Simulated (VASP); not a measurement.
# Hf (P6_3/mmc) in VASP: a series of runs

The runs below take Hf through single point, relaxation of volume and atoms at fixed shape, with r2SCAN.

Everything below comes from runs of VASP 6.6.1. Logs are shortened: lines on timing, memory, paths and dates and some standing lists are left out, and cuts for length are marked.

### 1 The cell of the first run

It takes space group P6_3/mmc (No. 194, hexagonal). The conventional cell has a = 3.196 Å, b = 3.196 Å, c = 5.057 Å, α = 90.00°, β = 90.00°, γ = 120.00°. Hf (site symmetry -6m2) has 12 Hf at 3.13 to 3.20 Å within 4.1 Å.

### 2 Single point, r2SCAN

Input file POSCAR:

```
Hf
1.0
    3.1962127294      0.0000000000      0.0000000000
   -1.5981063647      2.7680014196      0.0000000000
    0.0000000000      0.0000000000      5.0570321562
Hf
2
Direct
    0.3333333333      0.6666666667      0.2500000000
    0.6666666667      0.3333333333      0.7500000000
```

Input file INCAR.step1:

```
SYSTEM = Hf
ALGO     = Normal         ! electronic algorithm
EDIFF    = 1E-5           ! SCF threshold, eV
ENCUT    = 550            ! plane-wave cutoff, eV
GGA      = PE             ! functional
GGA_COMPAT= .FALSE.      
ISMEAR   = 0              ! smearing method
LASPH    = .TRUE.         ! aspherical terms in the spheres
LCHARG   = .FALSE.        ! write CHGCAR
LREAL    = .FALSE.        ! projectors in reciprocal space
LWAVE    = .TRUE.         ! write WAVECAR
NBANDS   = 17             ! bands
NELM     = 120            ! most SCF steps
PREC     = Accurate       ! precision mode
SIGMA    = 0.02           ! smearing width, eV
```

Input file INCAR.step2:

```
SYSTEM = Hf
ALGO     = Normal         ! electronic algorithm
EDIFF    = 1E-6           ! SCF threshold, eV
ENCUT    = 550            ! plane-wave cutoff, eV
GGA_COMPAT= .FALSE.      
ISIF     = 2              ! what is computed and relaxed
ISMEAR   = 0              ! smearing method
ISTART   = 1            
LASPH    = .TRUE.         ! aspherical terms in the spheres
LCHARG   = .FALSE.        ! write CHGCAR
LMIXTAU  = .TRUE.       
LREAL    = .FALSE.        ! projectors in reciprocal space
LWAVE    = .FALSE.        ! write WAVECAR
METAGGA  = R2SCAN         ! meta-GGA
NBANDS   = 17             ! bands
NELM     = 120            ! most SCF steps
PREC     = Accurate       ! precision mode
SIGMA    = 0.02           ! smearing width, eV
```

Input file KPOINTS:

```
k-points
0
G
  8 8 5
  0 0 0
```

Potentials or basis: VASP PAW PBE potentials, release 64 (Hf_pv).

Started as:

```console
> cat potpaw_PBE.64/Hf_pv/POTCAR > POTCAR
> cp INCAR.step1 INCAR
> mpirun -np 1 vasp_std > vasp.out
> cp INCAR.step2 INCAR
> mpirun -np 1 vasp_std > vasp.out
```

OUTCAR:

```text
SYSTEM = Hf
   EDIFF = 1E-6
   ENCUT = 550
   ISIF = 2
   ISMEAR = 0
   ISTART = 1
   LASPH = .TRUE.
   LREAL = .FALSE.
   METAGGA = R2SCAN
   NELM = 120
   PREC = Accurate

 ion  position               nearest neighbor table
   1  0.333  0.667  0.250-   2 3.13   2 3.13   2 3.13   2 3.13   2 3.13   2 3.13
   2  0.667  0.333  0.750-   1 3.13   1 3.13   1 3.13   1 3.13   1 3.13   1 3.13

  LATTYP: Found a hexagonal cell.
 ALAT       =     3.1962127294
 C/A-ratio  =     1.5821951116

  Lattice vectors:

 A1 = (   3.1962127294,   0.0000000000,   0.0000000000)
 A2 = (  -1.5981063647,   2.7680014196,   0.0000000000)
 A3 = (   0.0000000000,   0.0000000000,   5.0570321562)

Analysis of symmetry for initial positions (statically):
=====================================================================
 Subroutine PRICEL returns:
 Original cell was already a primitive cell.

 Routine SETGRP: Setting up the symmetry group for a
 hexagonal supercell.

 Subroutine GETGRP returns: Found 24 space group operations
 (whereof 12 operations were pure point group operations)
 out of a pool of 24 trial point group operations.

The static configuration has the point symmetry D_3d.
 The point group associated with its full space group is D_6h.

Analysis of symmetry for dynamics (positions and initial velocities):
=====================================================================
 Subroutine PRICEL returns:
 Original cell was already a primitive cell.

 Routine SETGRP: Setting up the symmetry group for a
 hexagonal supercell.

 Subroutine GETGRP returns: Found 24 space group operations
 (whereof 12 operations were pure point group operations)
 out of a pool of 24 trial point group operations.

The dynamic configuration has the point symmetry D_3d.
 The point group associated with its full space group is D_6h.

 Subroutine INISYM returns: Found 24 space group operations
 (whereof 12 operations are pure point group operations),
 and found     1 'primitive' translations

----------------------------------------------------------------------------------------

                                     Primitive cell

  volume of cell :      44.7402

  direct lattice vectors                    reciprocal lattice vectors
     3.196212729  0.000000000  0.000000000     0.312870289  0.180635746  0.000000000
    -1.598106365  2.768001420  0.000000000     0.000000000  0.361271491  0.000000000
     0.000000000  0.000000000  5.057032156     0.000000000  0.000000000  0.197744442

  length of vectors
     3.196212729  3.196212729  5.057032156     0.361271491  0.361271491  0.197744442

  position of ions in fractional coordinates (direct lattice)
     0.333333333  0.666666667  0.250000000
     0.666666667  0.333333333  0.750000000

  ion indices of the primitive-cell ions
   primitive index   ion index
                 1           1
                 2           2

----------------------------------------------------------------------------------------

 KPOINTS: k-points

Automatic generation of k-mesh.
 Grid dimensions read from file:
 generate k-points for:    8    8    5

 Generating k-lattice:

  Cartesian coordinates                     Fractional coordinates (reciprocal lattice)
     0.039108786  0.022579468  0.000000000     0.125000000  0.000000000  0.000000000
     0.000000000  0.045158936  0.000000000     0.000000000  0.125000000  0.000000000
     0.000000000  0.000000000  0.039548888     0.000000000  0.000000000  0.200000000

  Length of vectors
     0.045158936  0.045158936  0.039548888

  Shift w.r.t. Gamma in fractional coordinates (k-lattice)
     0.000000000  0.000000000  0.000000000

 Subroutine IBZKPT returns following result:
 ===========================================

 Found     30 irreducible k-points:

 Following reciprocal coordinates:
            Coordinates               Weight
  0.000000  0.000000  0.000000      1.000000
  0.125000 -0.000000  0.000000      6.000000
  0.250000 -0.000000  0.000000      6.000000
  0.375000 -0.000000  0.000000      6.000000
  0.500000 -0.000000  0.000000      3.000000
  0.125000  0.125000  0.000000      6.000000
[... 16 lines left out ...]
  0.250000 -0.000000  0.400000     12.000000
  0.375000 -0.000000  0.400000     12.000000
 [... further k-points ...]
   k-points           NKPTS =     30   k-points in BZ     NKDIM =     30   number of bands    NBANDS=     17
   number of dos      NEDOS =    301   number of ions     NIONS =      2
   total plane-waves  NPLWV =  23040
   dimension x,y,z NGX =    24 NGY =   24 NGZ =   40
   dimension x,y,z NGXF=    48 NGYF=   48 NGZF=   80
   ions per type =               2
   NGX,Y,Z   is equivalent  to a cutoff of  12.48, 12.48, 13.15 a.u.
   NGXF,Y,Z  is equivalent  to a cutoff of  24.97, 24.97, 26.30 a.u.
 SYSTEM =  Hf
   PREC   = accura    normal or accurate (medium, high low for compatibility)
   ISTART =      1    job   : 0-new  1-cont  2-samecut
   ICHARG =      0    charge: 1-file 2-atom 10-const
   ISPIN  =      1    spin polarized calculation?
   LNONCOLLINEAR =      F non collinear calculations
   LSORBIT =      F    spin-orbit coupling
   LASPH  =      T    aspherical Exc in radial PAW
   ENCUT  =  550.0 eV  40.42 Ry    6.36 a.u.   6.11  6.11  9.67*2*pi/ulx,y,z
   NELM   =    120;   NELMIN=  2; NELMDL=  0     # of ELM steps
   EDIFF  = 0.1E-05   stopping-criterion for ELM
   LREAL  =      F    real-space projection
   EDIFFG = 0.1E-04   stopping-criterion for IOM
   NSW    =      0    number of steps for IOM
   IBRION =     -1    ionic relax: 0-MD 1-quasi-New 2-CG
   NFREE  =      0    steps in history (QN), initial steepest desc. (CG)
   ISIF   =      2    stress and relaxation
   ISYM   =      2    0-nonsym 1-usesym 2-fastsym
   POTIM  = 0.5000    time-step for ionic-motion
   TEBEG  =    0.0;   TEEND  =   0.0 temperature during run
   PSTRESS=    0.0 pullay stress
   NELECT =      20.0000    total number of electrons
   NUPDOWN=      -1.0000    fix difference up-down
   EMIN   =  10.00;   EMAX   =-10.00  energy-range for DOS
   EFERMI =   0.00;   METHOD = LEGACY
   ISMEAR =     0;   SIGMA  =   0.02  broadening in eV -4-tet -1-fermi 0-gaus
   EFERMI_NEDOS =   21; number of points for ismear=-14 and -15
   IALGO  =     38    algorithm
   IMIX   =      4    mixing-type and parameters
     AMIX     =   0.40;   BMIX     =  1.00
     AMIX_MAG =   1.60;   BMIX_MAG =  1.00
  volume/ion in A,a.u.               =      22.37       150.96
  Fermi-wavevector in a.u.,A,eV,Ry     =   1.251754  2.365472 21.318801  1.566888
  Thomas-Fermi vector in A             =   2.385686
   LORBIT       =      0    0 simple, 1 ext, 2 COOP (PROOUT), +10 PAW based schemes
   METAGGA = R2SCAN    functional components
   LHFCALC =     F    Hartree Fock is set to
   AEXX    =    0.0000 exact exchange contribution
   IVDW    =     0    specifies the selected vdW correction
   LEPSILON=     F    determine dielectric tensor
   LRPA    =     F    only Hartree local field effects (RPA)
 non-spin polarized calculation
 Gauss-broadening in eV      SIGMA  =   0.02
  energy-cutoff  :      550.00
  volume of cell :       44.74
 maximum number of plane-waves:      1326
   NGX = 13   NGY = 13   NGZ = 19

 number of electron      20.0000004 magnetization

 Free energy of the ion-electron system (eV)
  ---------------------------------------------------
  ext. energy  EPLUGINS =         0.00000000
  ---------------------------------------------------
  free energy    TOTEN  =       -90.31395928 eV

  energy without entropy =      -90.31383993  energy(sigma->0) =      -90.31389961

 E-fermi :   4.8786     XC(G=0): -12.1539

 val. band max:        4.8657110826   @ k =   0.0000   0.0000   0.2000
 cond. band min:       4.9051117834   @ k =   0.2500   0.2500   0.4000
 fundamental gap:      0.0394007008
 Fermi energy:         4.8785692469

 k-point     1 :       0.0000    0.0000    0.0000
  band No.  band energies     occupation
      1     -27.4245      2.00000
      2     -26.6504      2.00000
      3     -26.6504      2.00000
      4     -26.5313      2.00000
      5     -26.5216      2.00000
      6     -26.5216      2.00000
[... 9 lines left out ...]
     16       7.7565      0.00000
     17      10.4875      0.00000

 k-point     2 :       0.1250   -0.0000    0.0000
  band No.  band energies     occupation
      1     -27.3831      2.00000
      2     -26.7369      2.00000
      3     -26.6790      2.00000
      4     -26.6119      2.00000
      5     -26.5502      2.00000
      6     -26.5332      2.00000
[... 9 lines left out ...]
     16       7.4681      0.00000
     17      10.8194      0.00000

 k-point     3 :       0.2500   -0.0000    0.0000
  band No.  band energies     occupation
      1     -27.2716      2.00000
      2     -26.9464      2.00000
      3     -26.8187      2.00000
      4     -26.7443      2.00000
      5     -26.6072      2.00000
      6     -26.5644      2.00000
[... 9 lines left out ...]
     16       8.6759      0.00000
     17      11.3066      0.00000

 k-point     4 :       0.3750   -0.0000    0.0000
  band No.  band energies     occupation
      1     -27.1554      2.00000
      2     -27.1289      2.00000
      3     -27.0119      2.00000
      4     -26.8060      2.00000
      5     -26.6950      2.00000
      6     -26.5982      2.00000
[... 9 lines left out ...]
     16      10.3112      0.00000
     17      11.5767      0.00000
[... 343 lines left out ...]
      1     -27.1290      2.00000
      2     -26.8924      2.00000
      3     -26.6709      2.00000
      4     -26.6290      2.00000
      5     -26.6129      2.00000
      6     -26.5840      2.00000
[... 9 lines left out ...]
     16       9.3679      0.00000
     17      10.3508      0.00000

 k-point    23 :       0.2500   -0.0000    0.4000
  band No.  band energies     occupation
      1     -27.1638      2.00000
      2     -27.0332      2.00000
      3     -26.7807      2.00000
      4     -26.6828      2.00000
      5     -26.6737      2.00000
      6     -26.6272      2.00000
[... 9 lines left out ...]
     16       9.4696      0.00000
     17      10.3590      0.00000

 k-point    24 :       0.3750   -0.0000    0.4000
  band No.  band energies     occupation
      1     -27.2715      2.00000
      2     -27.2048      2.00000
      3     -26.8065      2.00000
      4     -26.7351      2.00000
      5     -26.7016      2.00000
      6     -26.6709      2.00000
[... 9 lines left out ...]
     16      10.4011      0.00000
     17      10.8542      0.00000

 [... further k-points ...]
[... 5 lines left out ...]
  --------------------------------------------------------------------------------------
  -------------------------------------------------------------------------------------
  Total       -0.1358168     -0.1358168     -0.2290560      0.0000000      0.0000000      0.0000000
  in kB       -4.8636955     -4.8636955     -8.2026583      0.0000000      0.0000000      0.0000000
  external PRESSURE =      -5.9766831 kB  Pullay stress =       0.0000000 kB

 VOLUME and BASIS-vectors are now :
 -----------------------------------------------------------------------------
  energy-cutoff  :      550.00
  volume of cell :       44.74
      direct lattice vectors                 reciprocal lattice vectors
     3.196212729  0.000000000  0.000000000     0.312870289  0.180635746  0.000000000
    -1.598106365  2.768001420  0.000000000     0.000000000  0.361271491  0.000000000
     0.000000000  0.000000000  5.057032156     0.000000000  0.000000000  0.197744442

 POSITION                                       TOTAL-FORCE (eV/Angst)
 -----------------------------------------------------------------------------------
     -0.00000      1.84533      1.26426        -0.000000      0.000000      0.000000
      1.59811      0.92267      3.79277         0.000000      0.000000      0.000000
 -----------------------------------------------------------------------------------
    total drift:                               -0.000000      0.000000     -0.000000

  FREE ENERGIE OF THE ION-ELECTRON SYSTEM (eV)
  ---------------------------------------------------
  free  energy   TOTEN  =       -90.3139592829 eV

  energy  without entropy=      -90.3138399281  energy(sigma->0) =      -90.31389961
```

Wall time 3.6 min (1 thread of AMD EPYC 7R13, shared host); peak memory 0.15 GiB.

Results:

```yaml
Free_energy: -90.3140 eV
Pressure: -0.6 GPa
Band_gap_on_the_k_mesh: zero (band 10 reaches 6.17 eV, above the bottom of band 11 at 4.56 eV)
```

Stress tensor (GPa, compression positive):
```
-0.49  0.00  0.00
 0.00 -0.49  0.00
 0.00  0.00 -0.82
```

Caveat: the PAW data sets were made with another functional, which shifts forces and pressure a little; spin-orbit coupling is left out, which moves the levels of the heavy elements.

(Part 1 of 2 ends here.)
